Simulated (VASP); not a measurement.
Wanted: the native input for a VASP 6.6.1 run.

| Property | Result |
| --- | --- |
| Task | relaxation of cell and atoms |
| Functional | PBE |
| Potentials or basis | VASP PAW PBE potentials, release 64 (Ni, Si) |
| Cutoff | 600 eV |
| k mesh | 16 × 16 × 16 |
| Occupations | fermi-dirac, width 0.08 eV |
| Spin | no spin polarisation |
| Target pressure | 110 GPa |
| Dipole correction | no |
| Further INCAR settings | ALGO = Normal; EDIFF = 1e-06; IBRION = 2; EDIFFG = -0.005; NSW = 32; ISIF = 3 |

The structure of SiNi (rocksalt type) lies in POSCAR:

```
SiNi
1.0
    0.0000000000      2.1052999956      2.1052999956
    2.1052999956      0.0000000000      2.1052999956
    2.1052999956      2.1052999956      0.0000000000
Ni Si
1 1
Direct
    0.0000000000      0.0000000000      0.0000000000
    0.5000000000      0.5000000000      0.5000000000
```

The input as run:

INCAR

```
ALGO = Normal ; EDIFF = 1E-6
EDIFFG = -0.005 ; ENCUT = 600
GGA = PE ; IBRION = 2
ISIF = 3 ; ISMEAR = -1
LASPH = True ; LCHARG = False
LREAL = False ; LWAVE = False
NELM = 80 ; NSW = 32
PREC = Accurate ; PSTRESS = 1100.0
SIGMA = 0.08
```

KPOINTS

```
k-points
0
Gamma
  16 16 16
```

Potentials or basis: VASP PAW PBE potentials, release 64 (Ni, Si).

The run is started by

```console
$ cat potpaw_PBE.64/Ni/POTCAR potpaw_PBE.64/Si/POTCAR > POTCAR
$ mpirun -np 1 vasp_std > vasp.out
```

Results of the run:

```
Pressure after relaxing : 109.9 GPa
Band gap on the k mesh  : zero (bands 7 and 8 overlap by 7.45 eV)
```

Caveat: the relaxation stopped at its first step, so nothing moved; the cell is relaxed towards a set pressure, so the run minimises the enthalpy, not the energy.

It took 20 s on 1 thread of Intel(R) Xeon(R) Platinum 8375C CPU @ 2.90GHz (Ice Lake) (shared host), peak memory 0.17 GiB.
